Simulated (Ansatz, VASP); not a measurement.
# Al2O3 in VASP and in Ansatz

The input POSCAR:

```
Al2O3
1.0
    2.3793614130      1.3737249523      4.3315939886
   -2.3793614130      1.3737249523      4.3315939886
    0.0000000000     -2.7474499046      4.3315939886
Al O
4 6
Direct
    0.8519115234      0.8519115234      0.8519115234
    0.3519115234      0.3519115234      0.3519115234
    0.1480884766      0.1480884766      0.1480884766
    0.6480884766      0.6480884766      0.6480884766
    0.4436339008      0.0563660992      0.7500000000
    0.0563660992      0.7500000000      0.4436339008
    0.5563660992      0.9436339008      0.2500000000
    0.2500000000      0.5563660992      0.9436339008
    0.9436339008      0.2500000000      0.5563660992
    0.7500000000      0.4436339008      0.0563660992
```

The input INCAR.step1:

```
PREC = Accurate
ENCUT = 520
ISMEAR = 0
SIGMA = 0.01
LREAL = F
LASPH = T
NELM = 100
NBANDS = 35
GGA = PE
ALGO = Normal
EDIFF = 1E-4
LWAVE = T
LCHARG = F
```

File INCAR.step2:

```
PREC = Accurate
ENCUT = 520
EDIFF = 1E-7
ISMEAR = 0
SIGMA = 0.01
LREAL = F
LASPH = T
NELM = 100
ALGO = Normal
ISIF = 2
LWAVE = F
LCHARG = F
METAGGA = R2SCAN
LMIXTAU = T
NBANDS = 35
ISTART = 1
```

File KPOINTS:

```
regular mesh
0
Gamma
  6 6 6
```

Input for Ansatz:

```yaml
crystal:
  lattice:
    - [2.379361413, 1.3737249523, 4.3315939886]
    - [-2.379361413, 1.3737249523, 4.3315939886]
    - [0.0, -2.7474499046, 4.3315939886]
  atoms:
    - { symbol: Al, position: [0.8519115234, 0.8519115234, 0.8519115234] }
    - { symbol: Al, position: [0.3519115234, 0.3519115234, 0.3519115234] }
    - { symbol: Al, position: [0.1480884766, 0.1480884766, 0.1480884766] }
    - { symbol: Al, position: [0.6480884766, 0.6480884766, 0.6480884766] }
    - { symbol: O, position: [0.4436339008, 0.0563660992, 0.75] }
    - { symbol: O, position: [0.0563660992, 0.75, 0.4436339008] }
    - { symbol: O, position: [0.5563660992, 0.9436339008, 0.25] }
    - { symbol: O, position: [0.25, 0.5563660992, 0.9436339008] }
    - { symbol: O, position: [0.9436339008, 0.25, 0.5563660992] }
    - { symbol: O, position: [0.75, 0.4436339008, 0.0563660992] }
kpoints:
  mp_grid: { grid: [6, 6, 6] }
  band_path:
    path:
      - [0.0, 0.0, 0.0]
      - [0.5, 0.5, 0.5]
      - [0.7662811645, 0.2337188355, 0.5]
      - [0.5, -0.2337188355, 0.2337188355]
      - [0.5, 0.0, 0.0]
      - [0.3668594178, -0.3668594178, 0.0]
      - [0.6331405822, 0.0, 0.3668594178]
      - [0.5, 0.0, 0.5]
    npoints: 1
hamiltonian:
  xc: r2scan
scf:
  occupations: { method: fixed }
  n_extra_bands: 6
output:
  forces: true
  stress: true
  eigenvalues: true
```

Alike in both runs: task single point; functional r2SCAN; k mesh 6 × 6 × 6; no spin polarisation.

```csv
,VASP,Ansatz
version,VASP 6.6.1,Ansatz 0.2.0
potentials or method,"VASP PAW PBE potentials, release 64 (Al, O)","plane waves, PAW"
plane-wave cutoff (eV),520,500
occupations,"gaussian, width 0.01 eV",fixed
valence electrons in the cell,48,48
```

```csv
,VASP,Ansatz,Ansatz less VASP
gap on the k mesh at the Fermi level (eV),7.16,7.14,-0.017
pressure (GPa),-0.5,0.0,+0.51
"traceless stress, the component that is largest in VASP (GPa)",-0.06,0.00,+0.055
rms of the force components (eV/Å),0.009,0.000,-0.0088
```

VASP's potentials were made for PBE, not for r2SCAN. Atom by atom the forces differ by 0.009 eV/Å (rms over components).
